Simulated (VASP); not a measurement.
# HPt6 in VASP: notebook

HPt6 is run at these levels: PBE; tasks: single point.

Program: VASP 6.6.1. These are calculated values, not measurements. Logs are shortened: lines on timing, memory, paths and dates and some standing lists are left out, and cuts for length are marked.

**1. The cell of the first run**

The cell holds a slab with vacuum, 14 atoms: a = 5.615 Å, b = 5.615 Å, c = 22.620 Å, α = 90.00°, β = 90.00°, γ = 120.00°.

**2. Single point, PBE**

INCAR reads:

```
SYSTEM = HPt6
PREC = Accurate
ENCUT = 520
EDIFF = 1E-7
ISMEAR = 0
SIGMA = 0.1
LREAL = .FALSE.
LASPH = .TRUE.
NELM = 100
ALGO = Normal
ISIF = 2
LWAVE = .FALSE.
LCHARG = .TRUE.
LDIPOL = .TRUE.
IDIPOL = 3
DIPOL = 0.5 0.5 0.302
GGA = PE
LELF = .TRUE.
LVHAR = .TRUE.
LVACPOTAV = .TRUE.
NBANDS = 74
```

KPOINTS reads:

```
Automatic mesh
0
G
  6 6 1
  0 0 0
```

POSCAR reads:

```
HPt6
1.0
    5.6145835605      0.0000000000      0.0000000000
   -2.8072917802      4.8623719950      0.0000000000
    0.0000000000      0.0000000000     22.6197373747
Pt H
12 2
Direct
    0.3333333333      0.1666666667      0.1768367127
    0.3333333333      0.6666666667      0.1768367127
    0.8333333333      0.1666666667      0.1768367127
    0.8333333333      0.6666666667      0.1768367127
    0.1666666667      0.3333333333      0.2789580515
    0.1666666667      0.8333333333      0.2789580515
    0.6666666667      0.3333333333      0.2789580515
    0.6666666667      0.8333333333      0.2789580515
    0.0000000000      0.0000000000      0.3810715055
    0.0000000000      0.5000000000      0.3810715055
    0.5000000000      0.0000000000      0.3810715055
    0.5000000000      0.5000000000      0.3810715055
    0.1137496266      0.2274992532      0.4434064467
    0.3862503734      0.7725007468      0.4434064467
```

Potentials or basis: VASP PAW PBE potentials, release 64 (Pt, H).

Launch:

```console
$ cat potpaw_PBE.64/Pt/POTCAR potpaw_PBE.64/H/POTCAR > POTCAR
$ mpirun -np 1 vasp_std > vasp.out
```

OUTCAR:

```text
SYSTEM = HPt6
   PREC = Accurate
   ENCUT = 520
   EDIFF = 1E-7
   ISMEAR = 0
   LREAL = .FALSE.
   LASPH = .TRUE.
   NELM = 100
   ISIF = 2
   GGA = PE

 ion  position               nearest neighbor table
   1  0.333  0.167  0.177-   2 2.81   2 2.81   4 2.81   4 2.81   3 2.81   3 2.81   5 2.82   6 2.82
                             7 2.82
   2  0.333  0.667  0.177-   1 2.81   1 2.81   3 2.81   3 2.81   4 2.81   4 2.81   6 2.82   5 2.82
                             8 2.82
   3  0.833  0.167  0.177-   4 2.81   4 2.81   2 2.81   2 2.81   1 2.81   1 2.81   7 2.82   8 2.82
                             5 2.82
   4  0.833  0.667  0.177-   3 2.81   3 2.81   1 2.81   1 2.81   2 2.81   2 2.81   8 2.82   7 2.82
                             6 2.82
   5  0.167  0.333  0.279-   6 2.81   6 2.81   8 2.81   8 2.81   7 2.81   7 2.81   9 2.82  12 2.82
                            10 2.82   1 2.82   2 2.82   3 2.82
   6  0.167  0.833  0.279-   5 2.81   5 2.81   7 2.81   7 2.81   8 2.81   8 2.81  10 2.82  11 2.82
                             9 2.82   2 2.82   1 2.82   4 2.82
   7  0.667  0.333  0.279-   8 2.81   8 2.81   6 2.81   6 2.81   5 2.81   5 2.81  11 2.82  10 2.82
                            12 2.82   3 2.82   4 2.82   1 2.82
   8  0.667  0.833  0.279-   7 2.81   7 2.81   5 2.81   5 2.81   6 2.81   6 2.81  12 2.82   9 2.82
                            11 2.82   4 2.82   3 2.82   2 2.82
   9  0.000  0.000  0.381-  13 1.79  10 2.81  10 2.81  12 2.81  12 2.81  11 2.81  11 2.81   5 2.82
                             8 2.82   6 2.82
  10  0.000  0.500  0.381-   9 2.81   9 2.81  11 2.81  11 2.81  12 2.81  12 2.81   6 2.82   7 2.82
                             5 2.82
  11  0.500  0.000  0.381-  14 1.79  12 2.81  12 2.81  10 2.81  10 2.81   9 2.81   9 2.81   7 2.82
                             6 2.82   8 2.82
  12  0.500  0.500  0.381-  11 2.81  11 2.81   9 2.81   9 2.81  10 2.81  10 2.81   8 2.82   5 2.82
                             7 2.82
  13  0.114  0.227  0.443-   9 1.79
  14  0.386  0.773  0.443-  11 1.79

  LATTYP: Found a hexagonal cell.
 ALAT       =     5.6145835605
 C/A-ratio  =     4.0287471245

  Lattice vectors:

 A1 = (   5.6145835605,   0.0000000000,   0.0000000000)
 A2 = (  -2.8072917802,   4.8623719950,   0.0000000000)
 A3 = (   0.0000000000,   0.0000000000,  22.6197373747)

Analysis of symmetry for initial positions (statically):
=====================================================================
 Subroutine PRICEL returns:
 Original cell was already a primitive cell.

 Routine SETGRP: Setting up the symmetry group for a
 hexagonal supercell.

 Subroutine GETGRP returns: Found  2 space group operations
 (whereof  2 operations were pure point group operations)
 out of a pool of 24 trial point group operations.

The static configuration has the point symmetry C_1h.

Analysis of symmetry for dynamics (positions and initial velocities):
=====================================================================
 Subroutine PRICEL returns:
 Original cell was already a primitive cell.

 Routine SETGRP: Setting up the symmetry group for a
 hexagonal supercell.

 Subroutine GETGRP returns: Found  2 space group operations
 (whereof  2 operations were pure point group operations)
 out of a pool of 24 trial point group operations.

The dynamic configuration has the point symmetry C_1h.

 Subroutine INISYM returns: Found  2 space group operations
 (whereof  2 operations are pure point group operations),
 and found     1 'primitive' translations

----------------------------------------------------------------------------------------

                                     Primitive cell

  volume of cell :     617.5232

  direct lattice vectors                    reciprocal lattice vectors
     5.614583560  0.000000000  0.000000000     0.178107599  0.102830470  0.000000000
    -2.807291780  4.862371995  0.000000000     0.000000000  0.205660941  0.000000000
     0.000000000  0.000000000 22.619737375     0.000000000  0.000000000  0.044209178

  length of vectors
     5.614583560  5.614583560 22.619737375     0.205660941  0.205660941  0.044209178

  position of ions in fractional coordinates (direct lattice)
     0.333333333  0.166666667  0.176836713
     0.333333333  0.666666667  0.176836713
     0.833333333  0.166666667  0.176836713
     0.833333333  0.666666667  0.176836713
     0.166666667  0.333333333  0.278958051
     0.166666667  0.833333333  0.278958051
     0.666666667  0.333333333  0.278958051
     0.666666667  0.833333333  0.278958051
     0.000000000  0.000000000  0.381071506
     0.000000000  0.500000000  0.381071506
     0.500000000  0.000000000  0.381071506
     0.500000000  0.500000000  0.381071506
     0.113749627  0.227499253  0.443406447
     0.386250373  0.772500747  0.443406447

  ion indices of the primitive-cell ions
   primitive index   ion index
                 1           1
                 2           2
                 3           3
                 4           4
                 5           5
                 6           6
                 7           7
                 8           8
                 9           9
                10          10
                11          11
                12          12
                13          13
                14          14

----------------------------------------------------------------------------------------

 KPOINTS: Automatic mesh

Automatic generation of k-mesh.
 Grid dimensions read from file:
 generate k-points for:    6    6    1

 Generating k-lattice:

  Cartesian coordinates                     Fractional coordinates (reciprocal lattice)
     0.029684600  0.017138412  0.000000000     0.166666667  0.000000000  0.000000000
     0.000000000  0.034276824  0.000000000     0.000000000  0.166666667  0.000000000
     0.000000000  0.000000000  0.044209178     0.000000000  0.000000000  1.000000000

  Length of vectors
     0.034276824  0.034276824  0.044209178

  Shift w.r.t. Gamma in fractional coordinates (k-lattice)
     0.000000000  0.000000000  0.000000000

 Subroutine IBZKPT returns following result:
 ===========================================

 Found     13 irreducible k-points:

 Following reciprocal coordinates:
            Coordinates               Weight
  0.000000  0.000000  0.000000      1.000000
  0.166667  0.000000  0.000000      4.000000
  0.000000  0.166667  0.000000      2.000000
  0.333333  0.000000  0.000000      4.000000
  0.000000  0.333333  0.000000      2.000000
  0.500000  0.000000  0.000000      2.000000
  0.000000  0.500000  0.000000      1.000000
  0.166667  0.166667  0.000000      4.000000
 -0.333333  0.166667  0.000000      2.000000
  0.333333  0.166667  0.000000      4.000000
 -0.166667  0.500000  0.000000      4.000000
  0.500000  0.333333  0.000000      4.000000
  0.333333  0.333333  0.000000      2.000000
   k-points           NKPTS =     13   k-points in BZ     NKDIM =     13   number of bands    NBANDS=     74
   number of dos      NEDOS =    301   number of ions     NIONS =     14
   total plane-waves  NPLWV = 296352
   dimension x,y,z NGX =    42 NGY =   42 NGZ =  168
   dimension x,y,z NGXF=    84 NGYF=   84 NGZF=  336
   ions per type =              12   2
   NGX,Y,Z   is equivalent  to a cutoff of  12.44, 12.44, 12.35 a.u.
   NGXF,Y,Z  is equivalent  to a cutoff of  24.87, 24.87, 24.69 a.u.
 SYSTEM =  HPt6
   PREC   = accura    normal or accurate (medium, high low for compatibility)
   ISTART =      0    job   : 0-new  1-cont  2-samecut
   ICHARG =      2    charge: 1-file 2-atom 10-const
   ISPIN  =      1    spin polarized calculation?
   LNONCOLLINEAR =      F non collinear calculations
   LSORBIT =      F    spin-orbit coupling
   LASPH  =      T    aspherical Exc in radial PAW
   ENCUT  =  520.0 eV  38.22 Ry    6.18 a.u.  10.44 10.44 42.06*2*pi/ulx,y,z
   NELM   =    100;   NELMIN=  2; NELMDL= -5     # of ELM steps
   EDIFF  = 0.1E-06   stopping-criterion for ELM
   LREAL  =      F    real-space projection
   EDIFFG = 0.1E-05   stopping-criterion for IOM
   NSW    =      0    number of steps for IOM
   IBRION =     -1    ionic relax: 0-MD 1-quasi-New 2-CG
   NFREE  =      0    steps in history (QN), initial steepest desc. (CG)
   ISIF   =      2    stress and relaxation
   ISYM   =      2    0-nonsym 1-usesym 2-fastsym
   POTIM  = 0.5000    time-step for ionic-motion
   TEBEG  =    0.0;   TEEND  =   0.0 temperature during run
   PSTRESS=    0.0 pullay stress
   NELECT =     122.0000    total number of electrons
   NUPDOWN=      -1.0000    fix difference up-down
   EMIN   =  10.00;   EMAX   =-10.00  energy-range for DOS
   EFERMI =   0.00;   METHOD = LEGACY
   ISMEAR =     0;   SIGMA  =   0.10  broadening in eV -4-tet -1-fermi 0-gaus
   EFERMI_NEDOS =   21; number of points for ismear=-14 and -15
   IALGO  =     38    algorithm
   IMIX   =      4    mixing-type and parameters
     AMIX     =   0.40;   BMIX     =  1.00
     AMIX_MAG =   1.60;   BMIX_MAG =  1.00
  volume/ion in A,a.u.               =      44.11       297.66
  Fermi-wavevector in a.u.,A,eV,Ry     =   0.953477  1.801811 12.369314  0.909119
  Thomas-Fermi vector in A             =   2.082136
   LORBIT       =      0    0 simple, 1 ext, 2 COOP (PROOUT), +10 PAW based schemes
   GGA     = PE    functional components
   LHFCALC =     F    Hartree Fock is set to
   AEXX    =    0.0000 exact exchange contribution
   IVDW    =     0    specifies the selected vdW correction
   LEPSILON=     F    determine dielectric tensor
   LRPA    =     F    only Hartree local field effects (RPA)
 non-spin polarized calculation
 Gauss-broadening in eV      SIGMA  =   0.10
  energy-cutoff  :      520.00
  volume of cell :      617.52
 maximum number of plane-waves:     16729
 NGX is ok and might be reduce to    42
   NGX = 21   NGY = 21   NGZ = 85

 dipolmoment           0.000000      0.000000      0.129031 electrons x Angstroem

 number of electron     121.9999983 magnetization

 dipolmoment           0.000000      0.000000     -0.038948 electrons x Angstroem

 Free energy of the ion-electron system (eV)
  ---------------------------------------------------
  ext. energy  EPLUGINS =         0.00000000
  ---------------------------------------------------
  free energy    TOTEN  =       -75.17219488 eV

  energy without entropy =      -75.03756159  energy(sigma->0) =      -75.10487823

 E-fermi :  -0.7057     XC(G=0):  -4.9355

 val. band max:       -0.7121586900   @ k =   0.5000   0.0000   0.0000
 cond. band min:      -0.6994321126   @ k =  -0.3333   0.1667   0.0000
 fundamental gap:      0.0127265774
 Fermi energy:        -0.7057369725

 k-point     1 :       0.0000    0.0000    0.0000
  band No.  band energies     occupation
      1      -9.6267      2.00000
      2      -8.1656      2.00000
      3      -7.3645      2.00000
      4      -7.1630      2.00000
      5      -6.9058      2.00000
      6      -6.8843      2.00000
[... 65 lines left out ...]
     72       2.1626      0.00000
     73       2.1753      0.00000

 k-point     2 :       0.1667    0.0000    0.0000
  band No.  band energies     occupation
      1      -9.3940      2.00000
      2      -7.9469      2.00000
      3      -7.1421      2.00000
      4      -7.0873      2.00000
      5      -6.8530      2.00000
      6      -6.7230      2.00000
[... 828 lines left out ...]
 k-point    13 :       0.3333    0.3333    0.0000
  band No.  band energies     occupation
      1      -7.3912      2.00000
      2      -7.3418      2.00000
      3      -7.2290      2.00000
      4      -6.5894      2.00000
      5      -6.3252      2.00000
      6      -5.9847      2.00000
[... 65 lines left out ...]
     72       4.1799      0.00000
     73       4.2424      0.00000
 [bands above 73 left out]

------------------------ aborting loop because EDIFF is reached ----------------------------------------

  FORCE on cell =-STRESS in cart. coord.  units (eV):
  Direction    XX          YY          ZZ          XY          YZ          ZX
  --------------------------------------------------------------------------------------
  -------------------------------------------------------------------------------------
  Total      -17.1966108    -19.1748863     -3.4926829     -0.0000000     -0.0233454     -0.0000000
  in kB      -44.6169785    -49.7496569     -9.0618412     -0.0000000     -0.0605702     -0.0000000
  external PRESSURE =     -34.4761589 kB  Pullay stress =       0.0000000 kB

 VOLUME and BASIS-vectors are now :
 -----------------------------------------------------------------------------
  energy-cutoff  :      520.00
  volume of cell :      617.52
      direct lattice vectors                 reciprocal lattice vectors
     5.614583560  0.000000000  0.000000000     0.178107599  0.102830470  0.000000000
    -2.807291780  4.862371995  0.000000000     0.000000000  0.205660941  0.000000000
     0.000000000  0.000000000 22.619737375     0.000000000  0.000000000  0.044209178

 POSITION                                       TOTAL-FORCE (eV/Angst)
 -----------------------------------------------------------------------------------
      1.40365      0.81040      4.00000         0.042735      0.008336      0.039879
     -0.00000      3.24158      4.00000         0.000000      0.040092     -0.140131
      4.21094      0.81040      4.00000        -0.042735      0.008336      0.039879
      2.80729      3.24158      4.00000        -0.000000     -0.001808     -0.062114
      0.00000      1.62079      6.30996         0.000000      0.015411     -0.249588
     -1.40365      4.05198      6.30996        -0.055243     -0.094289     -0.084516
      2.80729      1.62079      6.30996         0.000000      0.061108      0.317885
      1.40365      4.05198      6.30996         0.055243     -0.094289     -0.084516
      0.00000      0.00000      8.61974         0.000000      0.868614      1.341630
     -1.40365      2.43119      8.61974        -0.114923     -0.021183      0.297113
      2.80729      0.00000      8.61974        -0.000000     -0.749203      1.203663
      1.40365      2.43119      8.61974         0.114923     -0.021183      0.297113
      0.00000      1.10619     10.02974        -0.000000     -0.797547     -1.451802
      0.00000      3.75619     10.02974         0.000000      0.777604     -1.464493
 -----------------------------------------------------------------------------------
    total drift:                               -0.000000     -0.000054      0.000163

  FREE ENERGIE OF THE ION-ELECTRON SYSTEM (eV)
  ---------------------------------------------------
  free  energy   TOTEN  =       -75.1721948752 eV

  energy  without entropy=      -75.0375615873  energy(sigma->0) =      -75.10487823

 vacuum level on the upper side and lower side of the slab         4.818         5.077
```

It took 40 min on 1 thread of Intel Xeon Platinum 8124M at 3.00GHz (Skylake/Cascade Lake), shared host; peak memory 0.87 GiB.

What came out:

- Free energy: -75.1722 eV
- Largest force: 1.658 eV/Å
- Band gap on the k mesh: zero (bands 61 and 62 overlap by 0.70 eV)

Forces in eV/Å, atoms in the order of the input:
```
Pt   0.043  0.008  0.040
Pt   0.000  0.040 -0.140
Pt  -0.043  0.008  0.040
Pt   0.000 -0.002 -0.062
Pt   0.000  0.015 -0.250
Pt  -0.055 -0.094 -0.085
Pt   0.000  0.061  0.318
Pt   0.055 -0.094 -0.085
Pt   0.000  0.869  1.342
Pt  -0.115 -0.021  0.297
Pt   0.000 -0.749  1.204
Pt   0.115 -0.021  0.297
H    0.000 -0.798 -1.452
H    0.000  0.778 -1.464
```

Levels at points of the mesh, in eV from the Fermi level:
| k point | band 58 | band 59 | band 60 | band 61 | band 62 | band 63 | band 64 | band 65 |
| --- | --- | --- | --- | --- | --- | --- | --- | --- |
| (0.00, 0.00, 0.00) | 0.26 | 0.36 | 0.40 | 0.43 | 0.52 | 0.58 | 0.59 | 0.59 |
| (0.50, 0.00, 0.00) | -0.67 | -0.26 | -0.19 | -0.03 | -0.01 | 0.22 | 0.26 | 0.90 |
| (0.00, 0.50, 0.00) | -0.68 | -0.35 | -0.15 | -0.02 | 0.02 | 0.21 | 0.25 | 1.03 |

Caveat: spin-orbit coupling is left out, which moves the levels of the heavy elements.

**3. Single point, PBE**

INCAR reads:

```
PREC = Accurate
ENCUT = 520
EDIFF = 1E-7
ISMEAR = 0
SIGMA = 0.1
LREAL = F
LASPH = T
NELM = 80
ALGO = Normal
ISIF = 2
LWAVE = F
LCHARG = F
LDIPOL = T
IDIPOL = 3
DIPOL = 0.5 0.5 0.306
GGA = PE
NBANDS = 74
```

KPOINTS reads:

```
Automatic mesh
0
Gamma
  6 6 1
```

POSCAR: that of step 2 with these lines changed.

```diff
@@ -20,3 +20,3 @@
     0.5000000000      0.5000000000      0.3810715055
-    0.1137496266      0.2274992532      0.4434064467
-    0.3862503734      0.7725007468      0.4434064467
+    0.2027493988      0.4054987976      0.4717003207
+    0.2972506012      0.5945012024      0.4717003207
```

Potentials or basis: VASP PAW PBE potentials, release 64 (Pt, H).

Launch:

```console
$ cat potpaw_PBE.64/Pt/POTCAR potpaw_PBE.64/H/POTCAR > POTCAR
$ mpirun -np 1 vasp_std > vasp.out
```

Run time: 48 min. Hardware: 1 thread of Intel Xeon Platinum 8259CL at 2.50GHz (Skylake/Cascade Lake), shared host; peak memory 0.87 GiB.

Results (log left out):

```
Free energy            : -74.2871 eV
Largest force          : 2.537 eV/Å
Band gap on the k mesh : zero (bands 61 and 62 overlap by 0.76 eV)
```

Forces on the atoms (eV/Å):
```
Pt  -0.005 -0.009  0.042
Pt   0.000  0.002  0.051
Pt   0.005 -0.009  0.042
Pt   0.000  0.030  0.059
Pt   0.000 -0.047 -0.152
Pt   0.011  0.015 -0.025
Pt   0.000  0.041 -0.030
Pt  -0.011  0.015 -0.025
Pt   0.000 -0.102 -0.089
Pt  -0.110  0.019  0.067
Pt   0.000  0.036 -0.071
Pt   0.110  0.019  0.067
H    0.000  2.526  0.035
H    0.000 -2.537  0.031
```

Levels at points of the mesh, in eV from the Fermi level:
```
           k point  band 57  band 58  band 59  band 60  band 61  band 62  band 63  band 64  band 65  band 66
(0.00, 0.00, 0.00)     0.21     0.21     0.52     0.53     0.54     0.58     0.58     0.59     1.08     1.14
(0.50, 0.00, 0.00)    -0.72    -0.64    -0.31    -0.15    -0.06     0.02     0.03     0.26     0.27     1.54
(0.00, 0.50, 0.00)    -0.71    -0.64    -0.28    -0.18    -0.09     0.00     0.04     0.25     0.27     1.56
```

Caveat: spin-orbit coupling is left out, which moves the levels of the heavy elements.
